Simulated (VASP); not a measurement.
Set up this calculation in VASP 6.6.1, as the native input.

| Quantity | Value |
| --- | --- |
| Task | single point |
| Functional | PBE |
| Potentials or basis | VASP PAW PBE potentials, release 64 (Si, C) |
| Cutoff | 520 eV |
| k mesh | 1 × 1 × 7 |
| Occupations | gaussian, width 0.05 eV |
| Spin | collinear spin |
| Starting moments | [0.3, 0.3, 0.3, 0.3, 0.3, 0.3, 0.3, 0.3, 0.3, 0.3, 0.3, 0.3, 0.3, 0.3] μB |
| Dipole correction | no |
| Further INCAR settings | ALGO = Normal; EDIFF = 1e-06; NBANDS = 45 |

The structure of SiC lies in POSCAR:

```
SiC
1.0
   13.6000000000      0.0000000000      0.0000000000
    0.0000000000     12.9000000000      0.0000000000
    0.0000000000      0.0000000000      5.0740210708
Si C
7 7
Direct
    0.3294981682      0.4308127035      0.0045635116
    0.5568339439      0.4308127035      0.0045635116
    0.4431660561      0.6383745930      0.0045635116
    0.4431660561      0.3616254070      0.5045635116
    0.3294981682      0.5691872965      0.5045635116
    0.6705018318      0.3616254070      0.5045635116
    0.5568339439      0.5691872965      0.5045635116
    0.3294981682      0.4308127035      0.3804364884
    0.5568339439      0.4308127035      0.3804364884
    0.4431660561      0.6383745930      0.3804364884
    0.4431660561      0.3616254070      0.8804364884
    0.3294981682      0.5691872965      0.8804364884
    0.6705018318      0.3616254070      0.8804364884
    0.5568339439      0.5691872965      0.8804364884
```

The input as run:

INCAR

```
SYSTEM = SiC
ALGO     = Normal         ! electronic algorithm
EDIFF    = 1E-6           ! SCF threshold, eV
ENCUT    = 520            ! plane-wave cutoff, eV
GGA      = PE             ! functional
ISIF     = 2              ! what is computed and relaxed
ISMEAR   = 0              ! smearing method
ISPIN    = 2              ! spin polarisation
LASPH    = .TRUE.         ! aspherical terms in the spheres
LCHARG   = .FALSE.        ! write CHGCAR
LORBIT   = 11             ! projections on sites
LREAL    = .FALSE.        ! projectors in reciprocal space
LWAVE    = .FALSE.        ! write WAVECAR
MAGMOM   = 0.3 0.3 0.3 0.3 0.3 0.3 0.3 0.3 0.3 0.3 0.3 0.3 0.3 0.3 ! initial moments
NBANDS   = 45             ! bands
NELM     = 150            ! most SCF steps
PREC     = Accurate       ! precision mode
SIGMA    = 0.05           ! smearing width, eV
```

KPOINTS

```
k-points
0
G
  1 1 7
  0 0 0
```

Potentials or basis: VASP PAW PBE potentials, release 64 (Si, C).

Launch:

```console
$ cat potpaw_PBE.64/Si/POTCAR potpaw_PBE.64/C/POTCAR > POTCAR
$ mpirun -np 1 vasp_std > vasp.out
```

It gave:

```
Largest force                                         : 2.302 eV/Å
Band gap on the k mesh                                : zero (filled and empty bands overlap)
Net moment                                            : 2.00 μB per cell
Site moments                                          : Si -0.01, +0.01, +0.05, +0.08 (each value once); C +0.12, +0.04, +0.11, +0.21, +0.10, +0.01 (each value once) μB
Valence electrons inside the program's atomic spheres : Si 1.60, 1.64, 1.61, 1.57 (each value once); C 2.37, 2.49, 2.23 (each value once)
```

Run time: 28 min on 1 thread of Intel(R) Xeon(R) Platinum 8259CL CPU @ 2.50GHz (Skylake/Cascade Lake), on a shared host, peak memory 1.3 GiB.
